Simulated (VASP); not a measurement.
# Nb (Fm-3m) in VASP: notebook

Runs on Nb. Level: PBE. Tasks: single point.

Everything below comes from runs of VASP 6.6.1. Logs are shortened: lines on timing, memory, paths and dates and some standing lists are left out, and cuts for length are marked.

**1. The cell of the first run**

The structure is cubic, space group Fm-3m (No. 225). Conventional cell: a = 4.096 Å, b = 4.096 Å, c = 4.096 Å, α = 90.00°, β = 90.00°, γ = 90.00°. Within 3.8 Å of Nb (site symmetry m-3m) lie 12 Nb at 2.90 Å.

**2. Single point, PBE (strained)**

Input file INCAR:

```
SYSTEM = Nb
PREC     = Accurate       ! precision mode
ENCUT    = 520            ! plane-wave cutoff, eV
EDIFF    = 1E-7           ! SCF threshold, eV
ISMEAR   = 0              ! smearing method
SIGMA    = 0.1            ! smearing width, eV
LREAL    = .FALSE.        ! projectors in reciprocal space
LASPH    = .TRUE.         ! aspherical terms in the spheres
NELM     = 80             ! most SCF steps
ALGO     = Fast           ! electronic algorithm
ISIF     = 2              ! what is computed and relaxed
LWAVE    = .FALSE.        ! write WAVECAR
LCHARG   = .TRUE.         ! write CHGCAR
GGA      = PE             ! functional
LELF     = .TRUE.         ! ELF
LVHAR    = .TRUE.       
NBANDS   = 12             ! bands
```

Input file KPOINTS:

```
Automatic mesh
0
G
  18 18 18
  0 0 0
```

Input file POSCAR:

```
Nb
1.0
    0.0000000000      2.0477853000      2.0477853000
    2.0477853000      0.0000000000      2.0477853000
    2.0477853000      2.0477853000      0.0000000000
Nb
1
Direct
    0.0000000000      0.0000000000      0.0000000000
```

Potentials or basis: VASP PAW PBE potentials, release 64 (Nb_sv).

On the command line:

```bash
cat potpaw_PBE.64/Nb_sv/POTCAR > POTCAR
mpirun -np 1 vasp_std > vasp.out
```

OUTCAR:

```text
SYSTEM = Nb
   PREC = Accurate
   ENCUT = 520
   EDIFF = 1E-7
   ISMEAR = 0
   LREAL = .FALSE.
   LASPH = .TRUE.
   NELM = 80
   ISIF = 2
   GGA = PE

 ion  position               nearest neighbor table
   1  0.000  0.000  0.000-

  LATTYP: Found a face centered cubic cell.
 ALAT       =     4.0955706000

  Lattice vectors:

 A1 = (   0.0000000000,   2.0477853000,   2.0477853000)
 A2 = (   2.0477853000,   0.0000000000,   2.0477853000)
 A3 = (   2.0477853000,   2.0477853000,   0.0000000000)

Analysis of symmetry for initial positions (statically):
=====================================================================
 Subroutine PRICEL returns:
 Original cell was already a primitive cell.

 Routine SETGRP: Setting up the symmetry group for a
 face centered cubic supercell.

 Subroutine GETGRP returns: Found 48 space group operations
 (whereof 48 operations were pure point group operations)
 out of a pool of 48 trial point group operations.

The static configuration has the point symmetry O_h .

Analysis of symmetry for dynamics (positions and initial velocities):
=====================================================================
 Subroutine PRICEL returns:
 Original cell was already a primitive cell.

 Routine SETGRP: Setting up the symmetry group for a
 face centered cubic supercell.

 Subroutine GETGRP returns: Found 48 space group operations
 (whereof 48 operations were pure point group operations)
 out of a pool of 48 trial point group operations.

The dynamic configuration has the point symmetry O_h .

 Subroutine INISYM returns: Found 48 space group operations
 (whereof 48 operations are pure point group operations),
 and found     1 'primitive' translations

----------------------------------------------------------------------------------------

                                     Primitive cell

  volume of cell :      17.1745

  direct lattice vectors                    reciprocal lattice vectors
     0.000000000  2.047785300  2.047785300    -0.244166222  0.244166222  0.244166222
     2.047785300  0.000000000  2.047785300     0.244166222 -0.244166222  0.244166222
     2.047785300  2.047785300  0.000000000     0.244166222  0.244166222 -0.244166222

  length of vectors
     2.896005744  2.896005744  2.896005744     0.422908302  0.422908302  0.422908302

  position of ions in fractional coordinates (direct lattice)
     0.000000000  0.000000000  0.000000000

  ion indices of the primitive-cell ions
   primitive index   ion index
                 1           1

----------------------------------------------------------------------------------------

 KPOINTS: Automatic mesh

Automatic generation of k-mesh.
 Grid dimensions read from file:
 generate k-points for:   18   18   18

 Generating k-lattice:

  Cartesian coordinates                     Fractional coordinates (reciprocal lattice)
    -0.013564790  0.013564790  0.013564790     0.055555556  0.000000000  0.000000000
     0.013564790 -0.013564790  0.013564790     0.000000000  0.055555556  0.000000000
     0.013564790  0.013564790 -0.013564790     0.000000000  0.000000000  0.055555556

  Length of vectors
     0.023494906  0.023494906  0.023494906

  Shift w.r.t. Gamma in fractional coordinates (k-lattice)
     0.000000000  0.000000000  0.000000000

 Subroutine IBZKPT returns following result:
 ===========================================

 Found    195 irreducible k-points:

 Following reciprocal coordinates:
            Coordinates               Weight
  0.000000  0.000000  0.000000      1.000000
  0.055556  0.000000  0.000000      8.000000
  0.111111  0.000000  0.000000      8.000000
  0.166667  0.000000  0.000000      8.000000
  0.222222  0.000000  0.000000      8.000000
  0.277778  0.000000  0.000000      8.000000
[... 16 lines left out ...]
 -0.277778  0.055556  0.000000     24.000000
 -0.222222  0.055556  0.000000     24.000000
 [... further k-points ...]
   k-points           NKPTS =    195   k-points in BZ     NKDIM =    195   number of bands    NBANDS=     12
   number of dos      NEDOS =    301   number of ions     NIONS =      1
   total plane-waves  NPLWV =  13824
   dimension x,y,z NGX =    24 NGY =   24 NGZ =   24
   dimension x,y,z NGXF=    48 NGYF=   48 NGZF=   48
   ions per type =               1
   NGX,Y,Z   is equivalent  to a cutoff of  13.78, 13.78, 13.78 a.u.
   NGXF,Y,Z  is equivalent  to a cutoff of  27.55, 27.55, 27.55 a.u.
 SYSTEM =  Nb
   PREC   = accura    normal or accurate (medium, high low for compatibility)
   ISTART =      0    job   : 0-new  1-cont  2-samecut
   ICHARG =      2    charge: 1-file 2-atom 10-const
   ISPIN  =      1    spin polarized calculation?
   LNONCOLLINEAR =      F non collinear calculations
   LSORBIT =      F    spin-orbit coupling
   LASPH  =      T    aspherical Exc in radial PAW
   ENCUT  =  520.0 eV  38.22 Ry    6.18 a.u.   5.38  5.38  5.38*2*pi/ulx,y,z
   NELM   =     80;   NELMIN=  2; NELMDL= -5     # of ELM steps
   EDIFF  = 0.1E-06   stopping-criterion for ELM
   LREAL  =      F    real-space projection
   EDIFFG = 0.1E-05   stopping-criterion for IOM
   NSW    =      0    number of steps for IOM
   IBRION =     -1    ionic relax: 0-MD 1-quasi-New 2-CG
   NFREE  =      0    steps in history (QN), initial steepest desc. (CG)
   ISIF   =      2    stress and relaxation
   ISYM   =      2    0-nonsym 1-usesym 2-fastsym
   POTIM  = 0.5000    time-step for ionic-motion
   TEBEG  =    0.0;   TEEND  =   0.0 temperature during run
   PSTRESS=    0.0 pullay stress
   NELECT =      13.0000    total number of electrons
   NUPDOWN=      -1.0000    fix difference up-down
   EMIN   =  10.00;   EMAX   =-10.00  energy-range for DOS
   EFERMI =   0.00;   METHOD = LEGACY
   ISMEAR =     0;   SIGMA  =   0.10  broadening in eV -4-tet -1-fermi 0-gaus
   EFERMI_NEDOS =   21; number of points for ismear=-14 and -15
   IALGO  =     68    algorithm
   IMIX   =      4    mixing-type and parameters
     AMIX     =   0.40;   BMIX     =  1.00
     AMIX_MAG =   1.60;   BMIX_MAG =  1.00
  volume/ion in A,a.u.               =      17.17       115.90
  Fermi-wavevector in a.u.,A,eV,Ry     =   1.491975  2.819424 30.286422  2.225989
  Thomas-Fermi vector in A             =   2.604562
   LORBIT       =      0    0 simple, 1 ext, 2 COOP (PROOUT), +10 PAW based schemes
   GGA     = PE    functional components
   LHFCALC =     F    Hartree Fock is set to
   AEXX    =    0.0000 exact exchange contribution
   IVDW    =     0    specifies the selected vdW correction
   LEPSILON=     F    determine dielectric tensor
   LRPA    =     F    only Hartree local field effects (RPA)
 non-spin polarized calculation
 RMM-DIIS sequential band-by-band and
 Gauss-broadening in eV      SIGMA  =   0.10
  energy-cutoff  :      520.00
  volume of cell :       17.17
 maximum number of plane-waves:       483
 NGX is ok and might be reduce to    24
   NGX = 11   NGY = 11   NGZ = 11

 number of electron      12.9999999 magnetization

 Free energy of the ion-electron system (eV)
  ---------------------------------------------------
  ext. energy  EPLUGINS =         0.00000000
  ---------------------------------------------------
  free energy    TOTEN  =        -9.82127602 eV

  energy without entropy =       -9.81469914  energy(sigma->0) =       -9.81798758

 E-fermi :  12.2563     XC(G=0): -12.7503

 val. band max:       12.2548518585   @ k =  -0.3889   0.0556   0.0000
 cond. band min:      12.2606734052   @ k =   0.4444   0.0556   0.0000
 fundamental gap:      0.0058215467
 Fermi energy:        12.2562809141

 k-point     1 :       0.0000    0.0000    0.0000
  band No.  band energies     occupation
      1     -42.4642      2.00000
      2     -17.6612      2.00000
      3     -17.6612      2.00000
      4     -17.6612      2.00000
      5       5.8226      2.00000
      6      12.2816      0.72070
      7      12.2816      0.72070
      8      12.2816      0.72070
      9      15.2139      0.00000
     10      15.2139      0.00000
     11      24.1508      0.00000
     12      29.3278      0.00000

 k-point     2 :       0.0556    0.0000    0.0000
  band No.  band energies     occupation
      1     -42.4561      2.00000
      2     -17.7126      2.00000
      3     -17.6674      2.00000
      4     -17.6674      2.00000
      5       5.9509      2.00000
      6      12.1779      1.73209
      7      12.3415      0.22826
      8      12.3415      0.22826
      9      15.1559      0.00000
     10      15.1559      0.00000
     11      24.4147      0.00000
     12      28.7942      0.00000

 k-point     3 :       0.1111    0.0000    0.0000
  band No.  band energies     occupation
      1     -42.4326      2.00000
      2     -17.8588      2.00000
      3     -17.6852      2.00000
      4     -17.6852      2.00000
      5       6.3173      2.00000
      6      11.9161      2.00000
      7      12.4977      0.00064
      8      12.4977      0.00064
      9      15.0238      0.00000
     10      15.0238      0.00000
     11      25.1225      0.00000
     12      27.7559      0.00000
[... 286 lines left out ...]
 k-point    23 :      -0.2778    0.0556    0.0000
  band No.  band energies     occupation
      1     -42.2826      2.00000
      2     -18.6971      2.00000
      3     -17.8461      2.00000
      4     -17.7752      2.00000
      5       8.1266      2.00000
      6      11.6297      2.00000
      7      12.4779      0.00172
      8      12.6287      0.00000
      9      15.2510      0.00000
     10      16.2755      0.00000
     11      24.4339      0.00000
     12      28.3462      0.00000

 k-point    24 :      -0.2222    0.0556    0.0000
  band No.  band energies     occupation
      1     -42.3300      2.00000
      2     -18.4369      2.00000
      3     -17.8102      2.00000
      4     -17.7396      2.00000
      5       7.7419      2.00000
      6      11.3477      2.00000
      7      12.6685      0.00000
      8      12.7957      0.00000
      9      14.7315      0.00000
     10      15.7062      0.00000
     11      25.1617      0.00000
     12      28.1876      0.00000

 [... further k-points ...]
[... 5 lines left out ...]
  --------------------------------------------------------------------------------------
  -------------------------------------------------------------------------------------
  Total        1.7828477      1.7828477      1.7828477      0.0000000      0.0000000      0.0000000
  in kB      166.3188859    166.3188859    166.3188859      0.0000000      0.0000000      0.0000000
  external PRESSURE =     166.3188859 kB  Pullay stress =       0.0000000 kB

 VOLUME and BASIS-vectors are now :
 -----------------------------------------------------------------------------
  energy-cutoff  :      520.00
  volume of cell :       17.17
      direct lattice vectors                 reciprocal lattice vectors
     0.000000000  2.047785300  2.047785300    -0.244166222  0.244166222  0.244166222
     2.047785300  0.000000000  2.047785300     0.244166222 -0.244166222  0.244166222
     2.047785300  2.047785300  0.000000000     0.244166222  0.244166222 -0.244166222

 POSITION                                       TOTAL-FORCE (eV/Angst)
 -----------------------------------------------------------------------------------
      0.00000      0.00000      0.00000        -0.000000     -0.000000     -0.000000
 -----------------------------------------------------------------------------------
    total drift:                                0.000000      0.000000     -0.000000

  FREE ENERGIE OF THE ION-ELECTRON SYSTEM (eV)
  ---------------------------------------------------
  free  energy   TOTEN  =        -9.8212760241 eV

  energy  without entropy=       -9.8146991394  energy(sigma->0) =       -9.81798758
```

Run time: 46 s. Hardware: 1 thread of Intel Xeon Platinum 8488C (Sapphire Rapids), shared host; peak memory 0.17 GiB.

What came out:

```yaml
Free_energy: -9.8213 eV
Pressure: 16.6 GPa
```

Levels at points of the mesh, in eV from the Fermi level:
| k point | band 4 | band 5 | band 6 | band 7 | band 8 | band 9 |
| --- | --- | --- | --- | --- | --- | --- |
| (0.00, 0.00, 0.00) | -29.92 | -6.43 | 0.03 | 0.03 | 0.03 | 2.96 |
| (0.50, 0.00, 0.00) | -30.12 | -4.19 | -0.19 | -0.19 | 1.72 | 5.19 |
| (0.50, 0.50, 0.00) | -30.47 | -4.57 | -3.79 | 4.15 | 5.17 | 5.83 |

Caveat: the cell differs from its parent crystal (strained).

**3. Single point, PBE (strained)**

Input file INCAR:

```
SYSTEM = Nb
  PREC = Accurate
  ENCUT = 520
  EDIFF = 1E-6
  ISMEAR = 0
  SIGMA = 0.1
  LREAL = .False.
  LASPH = .True.
  NELM = 100
  ALGO = Normal
  ISIF = 2
  LWAVE = .False.
  LCHARG = .False.
  GGA = PE
  NBANDS = 12
```

Input file KPOINTS:

```
Automatic mesh
0
Gamma
  18 18 18
  0 0 0
```

Input file POSCAR:

```
Nb
1.0
    0.0000000000      2.1018447000      2.1018447000
    2.1018447000      0.0000000000      2.1018447000
    2.1018447000      2.1018447000      0.0000000000
Nb
1
Direct
    0.0000000000      0.0000000000      0.0000000000
```

Potentials or basis: VASP PAW PBE potentials, release 64 (Nb_sv).

On the command line:

```bash
cat potpaw_PBE.64/Nb_sv/POTCAR > POTCAR
mpirun -np 1 vasp_std > vasp.out
```

Wall time 20 s (1 thread of Intel Xeon Platinum 8488C (Sapphire Rapids), shared host); peak memory 0.17 GiB.

Results (log left out):

```
Free energy : -9.8971 eV
Pressure    : 1.4 GPa
```

Levels at points of the mesh, in eV from the Fermi level:
| k point | band 3 | band 4 | band 5 | band 6 | band 7 | band 8 | band 9 | band 10 |
| --- | --- | --- | --- | --- | --- | --- | --- | --- |
| (0.00, 0.00, 0.00) | -30.16 | -30.16 | -6.26 | 0.09 | 0.09 | 0.09 | 2.72 | 2.72 |
| (0.50, 0.00, 0.00) | -30.32 | -30.32 | -3.88 | -0.10 | -0.10 | 1.40 | 4.71 | 4.71 |
| (0.50, 0.50, 0.00) | -30.59 | -30.59 | -4.12 | -3.38 | 3.64 | 4.69 | 5.28 | 5.28 |

Caveat: the cell differs from its parent crystal (strained).
